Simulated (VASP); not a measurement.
Ge3PdF4:

```xyz
8
Lattice="4.6024 0.0000 0.0000 0.0000 4.6024 0.0000 0.0000 0.0000 4.6024" Properties=species:S:1:pos:R:3 pbc="T T T"
Ge    2.3012    0.0000    0.0000
Ge    0.0000    2.3012    0.0000
Ge    0.0000    0.0000    2.3012
Pd    2.3012    2.3012    2.3012
F     0.0000    2.3012    2.3012
F     2.3012    0.0000    2.3012
F     2.3012    2.3012    0.0000
F     0.0000    0.0000    0.0000
```

- Program: VASP 6.6.1
- Task: relaxation of cell and atoms
- Functional: PBE
- Potentials or basis: VASP PAW PBE potentials, release 64 (Ge_d, Pd, F)
- Cutoff: 600 eV
- k mesh: 4 × 4 × 4
- Occupations: gaussian, width 0.1 eV
- Spin: no spin polarisation

At the start: pressure 33.8 GPa; volume 12.19 Å³/atom.

Question: How do energy, volume and symmetry change on relaxing?

Answer: Over 4 steps the energy falls by 308.6 meV/atom and the volume is 15.90 Å³/atom (+30.5 %); space group Pm-3m (No. 221, to 0.1 Å) before and after.

The path:
```tsv
step	energy change (eV)	largest force (eV/Å)	pressure (GPa)	volume (Å³)
1	0.0000	0.0000	33.81	97.49
2	-2.2693	0.0000	-5.26	138.47
3	-2.4676	0.0000	0.44	126.39
4	-2.4686	0.0000	-0.05	127.23
```

Final structure:
```yaml
crystal:
  lattice:
    - [5.02952, 0.00000, 0.00000]
    - [0.00000, 5.02952, 0.00000]
    - [0.00000, 0.00000, 5.02952]
  atoms:
    - { symbol: Ge, position: [0.50000, 0.00000, 0.00000] }
    - { symbol: Ge, position: [0.00000, 0.50000, 0.00000] }
    - { symbol: Ge, position: [0.00000, 0.00000, 0.50000] }
    - { symbol: Pd, position: [0.50000, 0.50000, 0.50000] }
    - { symbol: F, position: [0.00000, 0.50000, 0.50000] }
    - { symbol: F, position: [0.50000, 0.00000, 0.50000] }
    - { symbol: F, position: [0.50000, 0.50000, 0.00000] }
    - { symbol: F, position: [0.00000, 0.00000, 0.00000] }
```

Caveat: the volume moved by over 15 % at a fixed basis, so the end points are rough.
